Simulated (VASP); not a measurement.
# W5CO in VASP: notebook

Runs on W5CO. Level: PBEsol. Tasks: single point.

Program: VASP 6.6.1. These are calculated values, not measurements. Logs are shortened: lines on timing, memory, paths and dates and some standing lists are left out, and cuts for length are marked.

### 1 The cell of the first run

The cell holds a slab with vacuum, 7 atoms: a = 3.154 Å, b = 3.154 Å, c = 26.459 Å, α = 90.00°, β = 90.00°, γ = 90.00°.

### 2 Single point, PBEsol

Input file INCAR:

```
ALGO = Normal
DIPOL = 0.5 0.5 0.502
EDIFF = 1E-7
ENCUT = 520
GGA = PS
IDIPOL = 3
ISIF = 2
ISMEAR = 0
LASPH = T
LCHARG = T
LDIPOL = T
LELF = T
LREAL = F
LVACPOTAV = T
LVHAR = T
LWAVE = F
NBANDS = 49
NELM = 100
PREC = Accurate
SIGMA = 0.1
```

Input file KPOINTS:

```
k-points
0
Gamma
  9 9 1
```

Input file POSCAR:

```
W5CO
1.0
    3.1543602814      0.0000000000      0.0000000000
    0.0000000000      3.1543602814      0.0000000000
    0.0000000000      0.0000000000     26.4587205627
W C O
5 1 1
Direct
    0.5000000000      0.5000000000      0.3212551408
    0.0000000000      0.0000000000      0.3808642265
    0.5000000000      0.5000000000      0.4399595166
    0.0000000000      0.0000000000      0.5011039059
    0.5000000000      0.5000000000      0.5571859228
    0.5000000000      0.5000000000      0.6342447062
    0.5000000000      0.5000000000      0.6778041171
```

Potentials or basis: VASP PAW PBE potentials, release 64 (W_sv, C, O).

The run is started by

```console
$ cat potpaw_PBE.64/W_sv/POTCAR potpaw_PBE.64/C/POTCAR potpaw_PBE.64/O/POTCAR > POTCAR
$ mpirun -np 1 vasp_std > vasp.out
```

OUTCAR:

```text
EDIFF = 1E-7
   ENCUT = 520
   GGA = PS
   ISIF = 2
   ISMEAR = 0
   LASPH = T
   LREAL = F
   NELM = 100
   PREC = Accurate

 ion  position               nearest neighbor table
   1  0.500  0.500  0.321-   2 2.73   2 2.73   2 2.73   2 2.73   3 3.14
   2  0.000  0.000  0.381-   3 2.72   3 2.72   3 2.72   3 2.72   1 2.73   1 2.73   1 2.73   1 2.73
                             4 3.18
   3  0.500  0.500  0.440-   2 2.72   2 2.72   2 2.72   2 2.72   4 2.76   4 2.76   4 2.76   4 2.76
                             5 3.10   1 3.14
   4  0.000  0.000  0.501-   5 2.68   5 2.68   5 2.68   5 2.68   3 2.76   3 2.76   3 2.76   3 2.76
                             2 3.18
   5  0.500  0.500  0.557-   6 2.04   4 2.68   4 2.68   4 2.68   4 2.68   3 3.10
   6  0.500  0.500  0.634-   7 1.15   5 2.04
   7  0.500  0.500  0.678-   6 1.15

  LATTYP: Found a simple tetragonal cell.
 ALAT       =     3.1543602814
 C/A-ratio  =     8.3879830464

  Lattice vectors:

 A1 = (   3.1543602814,   0.0000000000,   0.0000000000)
 A2 = (   0.0000000000,   3.1543602814,   0.0000000000)
 A3 = (   0.0000000000,   0.0000000000,  26.4587205627)

Analysis of symmetry for initial positions (statically):
=====================================================================
 Subroutine PRICEL returns:
 Original cell was already a primitive cell.

 Routine SETGRP: Setting up the symmetry group for a
 simple tetragonal supercell.

 Subroutine GETGRP returns: Found  8 space group operations
 (whereof  8 operations were pure point group operations)
 out of a pool of 16 trial point group operations.

The static configuration has the point symmetry C_4v.

Analysis of symmetry for dynamics (positions and initial velocities):
=====================================================================
 Subroutine PRICEL returns:
 Original cell was already a primitive cell.

 Routine SETGRP: Setting up the symmetry group for a
 simple tetragonal supercell.

 Subroutine GETGRP returns: Found  8 space group operations
 (whereof  8 operations were pure point group operations)
 out of a pool of 16 trial point group operations.

The dynamic configuration has the point symmetry C_4v.

 Subroutine INISYM returns: Found  8 space group operations
 (whereof  8 operations are pure point group operations),
 and found     1 'primitive' translations

----------------------------------------------------------------------------------------

                                     Primitive cell

  volume of cell :     263.2640

  direct lattice vectors                    reciprocal lattice vectors
     3.154360281  0.000000000  0.000000000     0.317021491  0.000000000  0.000000000
     0.000000000  3.154360281  0.000000000     0.000000000  0.317021491  0.000000000
     0.000000000  0.000000000 26.458720563     0.000000000  0.000000000  0.037794722

  length of vectors
     3.154360281  3.154360281 26.458720563     0.317021491  0.317021491  0.037794722

  position of ions in fractional coordinates (direct lattice)
     0.500000000  0.500000000  0.321255141
     0.000000000  0.000000000  0.380864227
     0.500000000  0.500000000  0.439959517
     0.000000000  0.000000000  0.501103906
     0.500000000  0.500000000  0.557185923
     0.500000000  0.500000000  0.634244706
     0.500000000  0.500000000  0.677804117

  ion indices of the primitive-cell ions
   primitive index   ion index
                 1           1
                 2           2
                 3           3
                 4           4
                 5           5
                 6           6
                 7           7

----------------------------------------------------------------------------------------

 KPOINTS: k-points

Automatic generation of k-mesh.
 Grid dimensions read from file:
 generate k-points for:    9    9    1

 Generating k-lattice:

  Cartesian coordinates                     Fractional coordinates (reciprocal lattice)
     0.035224610  0.000000000  0.000000000     0.111111111  0.000000000  0.000000000
     0.000000000  0.035224610  0.000000000     0.000000000  0.111111111  0.000000000
     0.000000000  0.000000000  0.037794722     0.000000000  0.000000000  1.000000000

  Length of vectors
     0.035224610  0.035224610  0.037794722

  Shift w.r.t. Gamma in fractional coordinates (k-lattice)
     0.000000000  0.000000000  0.000000000

 Subroutine IBZKPT returns following result:
 ===========================================

 Found     15 irreducible k-points:

 Following reciprocal coordinates:
            Coordinates               Weight
  0.000000  0.000000  0.000000      1.000000
  0.111111  0.000000  0.000000      4.000000
  0.222222  0.000000  0.000000      4.000000
  0.333333  0.000000  0.000000      4.000000
  0.444444  0.000000  0.000000      4.000000
  0.111111  0.111111  0.000000      4.000000
  0.222222  0.111111  0.000000      8.000000
  0.333333  0.111111  0.000000      8.000000
  0.444444  0.111111  0.000000      8.000000
  0.222222  0.222222  0.000000      4.000000
  0.333333  0.222222  0.000000      8.000000
  0.444444  0.222222  0.000000      8.000000
  0.333333  0.333333  0.000000      4.000000
  0.444444  0.333333  0.000000      8.000000
  0.444444  0.444444  0.000000      4.000000
   k-points           NKPTS =     15   k-points in BZ     NKDIM =     15   number of bands    NBANDS=     49
   number of dos      NEDOS =    301   number of ions     NIONS =      7
   total plane-waves  NPLWV = 115200
   dimension x,y,z NGX =    24 NGY =   24 NGZ =  200
   dimension x,y,z NGXF=    48 NGYF=   48 NGZF=  400
   ions per type =               5   1   1
   NGX,Y,Z   is equivalent  to a cutoff of  12.65, 12.65, 12.57 a.u.
   NGXF,Y,Z  is equivalent  to a cutoff of  25.30, 25.30, 25.13 a.u.
 SYSTEM =  unknown system
   PREC   = accura    normal or accurate (medium, high low for compatibility)
   ISTART =      0    job   : 0-new  1-cont  2-samecut
   ICHARG =      2    charge: 1-file 2-atom 10-const
   ISPIN  =      1    spin polarized calculation?
   LNONCOLLINEAR =      F non collinear calculations
   LSORBIT =      F    spin-orbit coupling
   LASPH  =      T    aspherical Exc in radial PAW
   ENCUT  =  520.0 eV  38.22 Ry    6.18 a.u.   5.87  5.87 49.20*2*pi/ulx,y,z
   NELM   =    100;   NELMIN=  2; NELMDL= -5     # of ELM steps
   EDIFF  = 0.1E-06   stopping-criterion for ELM
   LREAL  =      F    real-space projection
   EDIFFG = 0.1E-05   stopping-criterion for IOM
   NSW    =      0    number of steps for IOM
   IBRION =     -1    ionic relax: 0-MD 1-quasi-New 2-CG
   NFREE  =      0    steps in history (QN), initial steepest desc. (CG)
   ISIF   =      2    stress and relaxation
   ISYM   =      2    0-nonsym 1-usesym 2-fastsym
   POTIM  = 0.5000    time-step for ionic-motion
   TEBEG  =    0.0;   TEEND  =   0.0 temperature during run
   PSTRESS=    0.0 pullay stress
   NELECT =      80.0000    total number of electrons
   NUPDOWN=      -1.0000    fix difference up-down
   EMIN   =  10.00;   EMAX   =-10.00  energy-range for DOS
   EFERMI =   0.00;   METHOD = LEGACY
   ISMEAR =     0;   SIGMA  =   0.10  broadening in eV -4-tet -1-fermi 0-gaus
   EFERMI_NEDOS =   21; number of points for ismear=-14 and -15
   IALGO  =     38    algorithm
   IMIX   =      4    mixing-type and parameters
     AMIX     =   0.40;   BMIX     =  1.00
     AMIX_MAG =   1.60;   BMIX_MAG =  1.00
  volume/ion in A,a.u.               =      37.61       253.80
  Fermi-wavevector in a.u.,A,eV,Ry     =   1.100629  2.079888 16.481887  1.211385
  Thomas-Fermi vector in A             =   2.237043
   LORBIT       =      0    0 simple, 1 ext, 2 COOP (PROOUT), +10 PAW based schemes
   GGA     = PS    functional components
   LHFCALC =     F    Hartree Fock is set to
   AEXX    =    0.0000 exact exchange contribution
   IVDW    =     0    specifies the selected vdW correction
   LEPSILON=     F    determine dielectric tensor
   LRPA    =     F    only Hartree local field effects (RPA)
 non-spin polarized calculation
 Gauss-broadening in eV      SIGMA  =   0.10
  energy-cutoff  :      520.00
  volume of cell :      263.26
 maximum number of plane-waves:      7152
 NGX is ok and might be reduce to    24
   NGX = 11   NGY = 11   NGZ = 99

 dipolmoment           0.000000      0.000000     -0.031712 electrons x Angstroem

 number of electron      79.9999999 magnetization

 dipolmoment           0.000000      0.000000      0.117263 electrons x Angstroem

 Free energy of the ion-electron system (eV)
  ---------------------------------------------------
  ext. energy  EPLUGINS =         0.00000000
  ---------------------------------------------------
  free energy    TOTEN  =       -80.70394027 eV

  energy without entropy =      -80.66936993  energy(sigma->0) =      -80.68665510

 E-fermi :   0.1894     XC(G=0):  -5.7536

 val. band max:        0.1722405531   @ k =   0.0000   0.0000   0.0000
 cond. band min:       0.2115604246   @ k =   0.4444   0.3333   0.0000
 fundamental gap:      0.0393198715
 Fermi energy:         0.1894461972

 k-point     1 :       0.0000    0.0000    0.0000
  band No.  band energies     occupation
      1     -73.8179      2.00000
      2     -73.7691      2.00000
      3     -73.5463      2.00000
      4     -73.3871      2.00000
      5     -73.2056      2.00000
      6     -38.2369      2.00000
[... 41 lines left out ...]
     48       3.0802      0.00000
     49       3.7306      0.00000

 k-point     2 :       0.1111    0.0000    0.0000
  band No.  band energies     occupation
      1     -73.8139      2.00000
      2     -73.7667      2.00000
      3     -73.5485      2.00000
      4     -73.3830      2.00000
      5     -73.2086      2.00000
      6     -38.2823      2.00000
[... 668 lines left out ...]
 k-point    15 :       0.4444    0.4444    0.0000
  band No.  band energies     occupation
      1     -73.7778      2.00000
      2     -73.7330      2.00000
      3     -73.5610      2.00000
      4     -73.3346      2.00000
      5     -73.2305      2.00000
      6     -38.5283      2.00000
[... 41 lines left out ...]
     48       3.6634      0.00000
     49       3.9148      0.00000

------------------------ aborting loop because EDIFF is reached ----------------------------------------

  FORCE on cell =-STRESS in cart. coord.  units (eV):
  Direction    XX          YY          ZZ          XY          YZ          ZX
  --------------------------------------------------------------------------------------
  -------------------------------------------------------------------------------------
  Total       -7.2251584     -7.2251584     -1.1518477      0.0000000      0.0000000      0.0000000
  in kB      -43.9710185    -43.9710185     -7.0099385      0.0000000      0.0000000      0.0000000
  external PRESSURE =     -31.6506585 kB  Pullay stress =       0.0000000 kB

 VOLUME and BASIS-vectors are now :
 -----------------------------------------------------------------------------
  energy-cutoff  :      520.00
  volume of cell :      263.26
      direct lattice vectors                 reciprocal lattice vectors
     3.154360281  0.000000000  0.000000000     0.317021491  0.000000000  0.000000000
     0.000000000  3.154360281  0.000000000     0.000000000  0.317021491  0.000000000
     0.000000000  0.000000000 26.458720563     0.000000000  0.000000000  0.037794722

 POSITION                                       TOTAL-FORCE (eV/Angst)
 -----------------------------------------------------------------------------------
      1.57718      1.57718      8.50000        -0.000000      0.000000      1.484939
      0.00000      0.00000     10.07718         0.000000      0.000000     -1.533603
      1.57718      1.57718     11.64077         0.000000     -0.000000      0.005960
      0.00000      0.00000     13.25857         0.000000      0.000000     -0.003810
      1.57718      1.57718     14.74243         0.000000     -0.000000      0.028421
      1.57718      1.57718     16.78130         0.000000      0.000000     -0.882687
      1.57718      1.57718     17.93383         0.000000      0.000000      0.900781
 -----------------------------------------------------------------------------------
    total drift:                                0.000000     -0.000000     -0.000158

  FREE ENERGIE OF THE ION-ELECTRON SYSTEM (eV)
  ---------------------------------------------------
  free  energy   TOTEN  =       -80.7039402732 eV

  energy  without entropy=      -80.6693699327  energy(sigma->0) =      -80.68665510

 vacuum level on the upper side and lower side of the slab         6.631         4.498
```

Run time: 5.5 min. Hardware: 1 thread of Intel Xeon Platinum 8488C (Sapphire Rapids), shared host; peak memory 0.42 GiB.

Results:

| Property | Result |
| --- | --- |
| Free energy | -80.7039 eV |
| Largest force | 1.534 eV/Å |
| Band gap on the k mesh | zero (bands 40 and 41 overlap by 0.85 eV) |

Forces in eV/Å, atoms in the order of the input:
```
W    0.000  0.000  1.485
W    0.000  0.000 -1.534
W    0.000  0.000  0.006
W    0.000  0.000 -0.004
W    0.000  0.000  0.028
C    0.000  0.000 -0.883
O    0.000  0.000  0.901
```

Caveat: the PAW data sets were made with another functional, which shifts forces and pressure a little; spin-orbit coupling is left out, which moves the levels of the heavy elements.

### 3 Single point, PBEsol

Input file INCAR:

```
PREC = Accurate ; ENCUT = 520
EDIFF = 1E-6 ; ISMEAR = 0
SIGMA = 0.1 ; LREAL = False
LASPH = True ; NELM = 60
ALGO = Normal ; ISIF = 2
LWAVE = False ; LCHARG = False
LDIPOL = True ; IDIPOL = 3
DIPOL = 0.5 0.5 0.488 ; GGA = PS
NBANDS = 49
```

Input file KPOINTS:

```
regular mesh
0
Gamma
  9 9 1
```

Input file POSCAR:

```
W5CO
1.0
    3.1543602814      0.0000000000      0.0000000000
    0.0000000000      3.1543602814      0.0000000000
    0.0000000000      0.0000000000     26.4587205627
W C O
5 1 1
Direct
    0.5000000000      0.5000000000      0.3212551408
    0.0000000000      0.0000000000      0.3808642265
    0.5000000000      0.5000000000      0.4394705663
    0.0000000000      0.0000000000      0.4988452309
    0.5000000000      0.5000000000      0.5577488817
    0.0000000000      0.0000000000      0.5867087612
    0.0000000000      0.0000000000      0.6335676992
```

Potentials or basis: VASP PAW PBE potentials, release 64 (W_sv, C, O).

The run is started by

```console
$ cat potpaw_PBE.64/W_sv/POTCAR potpaw_PBE.64/C/POTCAR potpaw_PBE.64/O/POTCAR > POTCAR
$ mpirun -np 1 vasp_std > vasp.out
```

It took 4.2 min on 1 thread of Intel Xeon Platinum 8488C (Sapphire Rapids), shared host; peak memory 0.42 GiB.

It converged, with:

```yaml
Free_energy: -80.7157 eV
Largest_force: 1.592 eV/Å
Band_gap_on_the_k_mesh: zero (bands 40 and 41 overlap by 1.62 eV)
```

Forces in eV/Å, atoms in the order of the input:
```
W    0.000  0.000  1.531
W    0.000  0.000 -1.592
W    0.000  0.000  0.001
W    0.000  0.000 -0.011
W    0.000  0.000  0.022
C    0.000  0.000 -0.462
O    0.000  0.000  0.512
```

Levels at points of the mesh, in eV from the Fermi level:
| k point | band 37 | band 38 | band 39 | band 40 | band 41 | band 42 | band 43 | band 44 |
| --- | --- | --- | --- | --- | --- | --- | --- | --- |
| (0.00, 0.00, 0.00) | -0.90 | -0.66 | -0.24 | -0.06 | -0.06 | -0.05 | 0.26 | 0.79 |

Caveat: the PAW data sets were made with another functional, which shifts forces and pressure a little; spin-orbit coupling is left out, which moves the levels of the heavy elements.

The gap in the log of VASP goes by the Fermi energy; the results here count the filled bands.